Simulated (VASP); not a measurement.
# KGe4O7 (Cmmm) in VASP: notebook, part 2 of 2

VASP 6.6.1.

## Step 3: Single point, PBE

This run uses another cell than the first one, of 30.40 Å³/atom.

Input file INCAR:

```
ALGO = Normal
EDIFF = 1E-7
ENCUT = 520
GGA = PE
ISIF = 2
ISMEAR = 0
LASPH = T
LCHARG = F
LREAL = F
LWAVE = F
NBANDS = 66
NELM = 80
PREC = Accurate
SIGMA = 0.1
```

Input file KPOINTS:

```
k-points
0
Gamma
  4 4 2
```

Input file POSCAR:

```
KGe4O7
1.0
    2.8355424702     -7.1329628173      0.0000000000
    2.8355424702      7.1329628173      0.0000000000
    0.0000000000      0.0000000000      9.0178735753
K Ge O
1 4 7
Direct
    0.0000000000      0.0000000000      0.5000000000
    0.5000000000      0.5000000000      0.7902211142
    0.5000000000      0.5000000000      0.2097788858
    0.3232968698      0.6767031302      0.5000000000
    0.6767031302      0.3232968698      0.5000000000
    0.5000000000      0.5000000000      0.0000000000
    0.3972464177      0.6027535823      0.6600115398
    0.6027535823      0.3972464177      0.6600115398
    0.3972464177      0.6027535823      0.3399884602
    0.6027535823      0.3972464177      0.3399884602
    0.5000000000      0.0000000000      0.5000000000
    0.0000000000      0.5000000000      0.5000000000
```

Potentials or basis: VASP PAW PBE potentials, release 64 (K_sv, Ge_d, O).

Run with:

```bash
cat potpaw_PBE.64/K_sv/POTCAR potpaw_PBE.64/Ge_d/POTCAR potpaw_PBE.64/O/POTCAR > POTCAR
mpirun -np 1 vasp_std > vasp.out
```

OUTCAR:

```text
EDIFF = 1E-7
   ENCUT = 520
   GGA = PE
   ISIF = 2
   ISMEAR = 0
   LASPH = T
   LREAL = F
   NELM = 80
   PREC = Accurate

 ion  position               nearest neighbor table
   1  0.000  0.000  0.500-
   2  0.500  0.500  0.790-   7 1.88   8 1.88   6 1.89
   3  0.500  0.500  0.210-   9 1.88  10 1.88   6 1.89
   4  0.323  0.677  0.500-  12 1.76  11 1.76   7 1.79   9 1.79
   5  0.677  0.323  0.500-  11 1.76  12 1.76   8 1.79  10 1.79
   6  0.500  0.500  0.000-   2 1.89   3 1.89
   7  0.397  0.603  0.660-   4 1.79   2 1.88
   8  0.603  0.397  0.660-   5 1.79   2 1.88
   9  0.397  0.603  0.340-   4 1.79   3 1.88
  10  0.603  0.397  0.340-   5 1.79   3 1.88
  11  0.500  0.000  0.500-   5 1.76   4 1.76
  12  0.000  0.500  0.500-   4 1.76   5 1.76

  LATTYP: Found a base centered orthorhombic cell.
 ALAT       =     5.6710849404
 B/A-ratio  =     2.5155549219
 C/A-ratio  =     1.5901496222

  Lattice vectors:

 A1 = (   2.8355424702,  -7.1329628173,   0.0000000000)
 A2 = (   2.8355424702,   7.1329628173,   0.0000000000)
 A3 = (   0.0000000000,   0.0000000000,   9.0178735753)

Analysis of symmetry for initial positions (statically):
=====================================================================
 Subroutine PRICEL returns:
 Original cell was already a primitive cell.

 Routine SETGRP: Setting up the symmetry group for a
 base centered orthorhombic supercell.

 Subroutine GETGRP returns: Found  8 space group operations
 (whereof  8 operations were pure point group operations)
 out of a pool of  8 trial point group operations.

The static configuration has the point symmetry D_2h.

Analysis of symmetry for dynamics (positions and initial velocities):
=====================================================================
 Subroutine PRICEL returns:
 Original cell was already a primitive cell.

 Routine SETGRP: Setting up the symmetry group for a
 base centered orthorhombic supercell.

 Subroutine GETGRP returns: Found  8 space group operations
 (whereof  8 operations were pure point group operations)
 out of a pool of  8 trial point group operations.

The dynamic configuration has the point symmetry D_2h.

 Subroutine INISYM returns: Found  8 space group operations
 (whereof  8 operations are pure point group operations),
 and found     1 'primitive' translations

----------------------------------------------------------------------------------------

                                     Primitive cell

  volume of cell :     364.7878

  direct lattice vectors                    reciprocal lattice vectors
     2.835542470 -7.132962817  0.000000000     0.176333102 -0.070097099  0.000000000
     2.835542470  7.132962817  0.000000000     0.176333102  0.070097099  0.000000000
     0.000000000  0.000000000  9.017873575     0.000000000  0.000000000  0.110890887

  length of vectors
     7.675901227  7.675901227  9.017873575     0.189755016  0.189755016  0.110890887

  position of ions in fractional coordinates (direct lattice)
     0.000000000  0.000000000  0.500000000
     0.500000000  0.500000000  0.790221114
     0.500000000  0.500000000  0.209778886
     0.323296870  0.676703130  0.500000000
     0.676703130  0.323296870  0.500000000
[... 66 lines left out ...]
   number of dos      NEDOS =    301   number of ions     NIONS =     12
   total plane-waves  NPLWV = 252000
   dimension x,y,z NGX =    60 NGY =   60 NGZ =   70
   dimension x,y,z NGXF=   120 NGYF=  120 NGZF=  140
   ions per type =               1   4   7
   NGX,Y,Z   is equivalent  to a cutoff of  12.99, 12.99, 12.90 a.u.
   NGXF,Y,Z  is equivalent  to a cutoff of  25.99, 25.99, 25.81 a.u.
 SYSTEM =  unknown system
   PREC   = accura    normal or accurate (medium, high low for compatibility)
   ISTART =      0    job   : 0-new  1-cont  2-samecut
   ICHARG =      2    charge: 1-file 2-atom 10-const
   ISPIN  =      1    spin polarized calculation?
   LNONCOLLINEAR =      F non collinear calculations
   LSORBIT =      F    spin-orbit coupling
   LASPH  =      T    aspherical Exc in radial PAW
   ENCUT  =  520.0 eV  38.22 Ry    6.18 a.u.  14.27 14.27 16.77*2*pi/ulx,y,z
   NELM   =     80;   NELMIN=  2; NELMDL= -5     # of ELM steps
   EDIFF  = 0.1E-06   stopping-criterion for ELM
   LREAL  =      F    real-space projection
   EDIFFG = 0.1E-05   stopping-criterion for IOM
   NSW    =      0    number of steps for IOM
   IBRION =     -1    ionic relax: 0-MD 1-quasi-New 2-CG
   NFREE  =      0    steps in history (QN), initial steepest desc. (CG)
   ISIF   =      2    stress and relaxation
   ISYM   =      2    0-nonsym 1-usesym 2-fastsym
   POTIM  = 0.5000    time-step for ionic-motion
   TEBEG  =    0.0;   TEEND  =   0.0 temperature during run
   PSTRESS=    0.0 pullay stress
   NELECT =     107.0000    total number of electrons
   NUPDOWN=      -1.0000    fix difference up-down
   EMIN   =  10.00;   EMAX   =-10.00  energy-range for DOS
   EFERMI =   0.00;   METHOD = LEGACY
   ISMEAR =     0;   SIGMA  =   0.10  broadening in eV -4-tet -1-fermi 0-gaus
   EFERMI_NEDOS =   21; number of points for ismear=-14 and -15
   IALGO  =     38    algorithm
   IMIX   =      4    mixing-type and parameters
     AMIX     =   0.40;   BMIX     =  1.00
     AMIX_MAG =   1.60;   BMIX_MAG =  1.00
  volume/ion in A,a.u.               =      30.40       205.14
  Fermi-wavevector in a.u.,A,eV,Ry     =   1.087734  2.055519 16.097938  1.183165
  Thomas-Fermi vector in A             =   2.223900
   LORBIT       =      0    0 simple, 1 ext, 2 COOP (PROOUT), +10 PAW based schemes
   GGA     = PE    functional components
   LHFCALC =     F    Hartree Fock is set to
   AEXX    =    0.0000 exact exchange contribution
   IVDW    =     0    specifies the selected vdW correction
   LEPSILON=     F    determine dielectric tensor
   LRPA    =     F    only Hartree local field effects (RPA)
 non-spin polarized calculation
 Gauss-broadening in eV      SIGMA  =   0.10
  energy-cutoff  :      520.00
  volume of cell :      364.79
 maximum number of plane-waves:      9882
 NGX is ok and might be reduce to    60
   NGX = 29   NGY = 29   NGZ = 33

 number of electron     107.0000005 magnetization

 Free energy of the ion-electron system (eV)
  ---------------------------------------------------
  ext. energy  EPLUGINS =         0.00000000
  ---------------------------------------------------
  free energy    TOTEN  =       -68.43265012 eV

  energy without entropy =      -68.43145359  energy(sigma->0) =      -68.43205186

 E-fermi :   0.0197     XC(G=0):  -6.0030

 val. band max:       -0.0848673181   @ k =   0.5000   0.5000   0.5000
 cond. band min:       0.1249711664   @ k =   0.5000   0.5000   0.0000
 fundamental gap:      0.2098384846
 Fermi energy:         0.0196950265

 k-point     1 :       0.0000    0.0000    0.0000
  band No.  band energies     occupation
      1     -31.9779      2.00000
      2     -26.1914      2.00000
      3     -26.1174      2.00000
      4     -26.0548      2.00000
      5     -26.0527      2.00000
      6     -26.0298      2.00000
[... 941 lines left out ...]
     64       4.7011      0.00000
     65       5.2450      0.00000
 [bands above 65 left out]

------------------------ aborting loop because EDIFF is reached ----------------------------------------

  FORCE on cell =-STRESS in cart. coord.  units (eV):
  Direction    XX          YY          ZZ          XY          YZ          ZX
  --------------------------------------------------------------------------------------
  -------------------------------------------------------------------------------------
  Total       -0.3120371     -0.5212062      0.0097889      0.0000000      0.0000000      0.0000000
  in kB       -1.3704924     -2.2891797      0.0429936      0.0000000      0.0000000      0.0000000
  external PRESSURE =      -1.2055595 kB  Pullay stress =       0.0000000 kB

 VOLUME and BASIS-vectors are now :
 -----------------------------------------------------------------------------
  energy-cutoff  :      520.00
  volume of cell :      364.79
      direct lattice vectors                 reciprocal lattice vectors
     2.835542470 -7.132962817  0.000000000     0.176333102 -0.070097099  0.000000000
     2.835542470  7.132962817  0.000000000     0.176333102  0.070097099  0.000000000
     0.000000000  0.000000000  9.017873575     0.000000000  0.000000000  0.110890887

 POSITION                                       TOTAL-FORCE (eV/Angst)
 -----------------------------------------------------------------------------------
      0.00000      0.00000      4.50894        -0.000000     -0.000000      0.000000
      2.83554      0.00000      7.12611         0.000000     -0.000000      0.003660
      2.83554      0.00000      1.89176         0.000000     -0.000000     -0.003660
      2.83554      2.52083      4.50894        -0.000000      0.028770     -0.000000
      2.83554     -2.52083      4.50894        -0.000000     -0.028770      0.000000
      2.83554      0.00000      0.00000        -0.000000     -0.000000      0.000000
      2.83554      1.46587      5.95190        -0.000000     -0.005414      0.004391
      2.83554     -1.46587      5.95190        -0.000000      0.005414      0.004391
      2.83554      1.46587      3.06597        -0.000000     -0.005414     -0.004391
      2.83554     -1.46587      3.06597        -0.000000      0.005414     -0.004391
      1.41777     -3.56648      4.50894        -0.000000      0.000000      0.000000
      1.41777      3.56648      4.50894        -0.000000      0.000000      0.000000
 -----------------------------------------------------------------------------------
    total drift:                                0.000000      0.000000      0.000000

  FREE ENERGIE OF THE ION-ELECTRON SYSTEM (eV)
  ---------------------------------------------------
  free  energy   TOTEN  =       -68.4326501229 eV

  energy  without entropy=      -68.4314535876  energy(sigma->0) =      -68.43205186
```

Wall time 26 min (1 thread of Intel Xeon 8259CL, shared host); peak memory 0.68 GiB.

Results:

```
Free energy            : -68.4327 eV
Pressure               : -0.1 GPa
Largest force          : 0.029 eV/Å
Band gap on the k mesh : zero (an odd number of electrons rules out a gap without spin polarisation)
```

Forces on the atoms (eV/Å):
```
K    0.000  0.000  0.000
Ge   0.000  0.000  0.004
Ge   0.000  0.000 -0.004
Ge   0.000  0.029  0.000
Ge   0.000 -0.029  0.000
O    0.000  0.000  0.000
O    0.000 -0.005  0.004
O    0.000  0.005  0.004
O    0.000 -0.005 -0.004
O    0.000  0.005 -0.004
O    0.000  0.000  0.000
O    0.000  0.000  0.000
```

Stress tensor (GPa, compression positive):
```
-0.14  0.00  0.00
 0.00 -0.23  0.00
 0.00  0.00  0.00
```

Caveat: an odd number of electrons without spin polarisation forces a metal; a magnetic or distorted state may lie lower.

The gap in the log of VASP goes by the Fermi energy; the results here count the filled bands.